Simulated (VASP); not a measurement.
**BP: single point with PBEsol+D3(BJ)**

Crystal: BP.

```xyz
2
Lattice="0.0000 2.2440 2.2440 2.2440 0.0000 2.2440 2.2440 2.2440 0.0000" Properties=species:S:1:pos:R:3 pbc="T T T"
P     3.3660    3.3660    3.3660
B     0.0000    0.0000    0.0000
```

| Property | Result |
| --- | --- |
| Program | VASP 6.6.1 |
| Task | single point |
| Functional | PBEsol |
| Dispersion | D3(BJ) |
| Potentials or basis | VASP PAW PBE potentials, release 64 (P, B) |
| Cutoff | 520 eV |
| k mesh | 10 × 10 × 10 |
| Occupations | fermi-dirac, width 0.05 eV |
| Spin | no spin polarisation |

| Quantity | Value |
| --- | --- |
| Pressure | 0.2 GPa |
| Band gap on the k mesh | 1.09 eV, indirect (least direct gap 3.41 eV) |
| Dispersion energy per atom | -0.259 eV |

Levels at points of the mesh, in eV from the valence-band top:
```
           k point  band 1  band 2  band 3  band 4  band 5  band 6  band 7  band 8
(0.00, 0.00, 0.00)  -15.80    0.00    0.00    0.00    3.41    3.41    3.41    7.85
(0.50, 0.00, 0.00)  -12.32   -9.34   -1.81   -1.81    3.93    4.67    4.67   10.04
(0.50, 0.50, 0.00)  -10.75   -8.77   -4.27   -4.27    1.16    1.49   12.41   12.41
```

Wall time 11 s on 1 thread of AMD EPYC 7R43 64-Core Processor (Zen 3), on a shared host, peak memory 0.11 GiB.

Caveat: the PAW data sets were made with another functional, which shifts forces and pressure a little. A k mesh can miss the band edges.
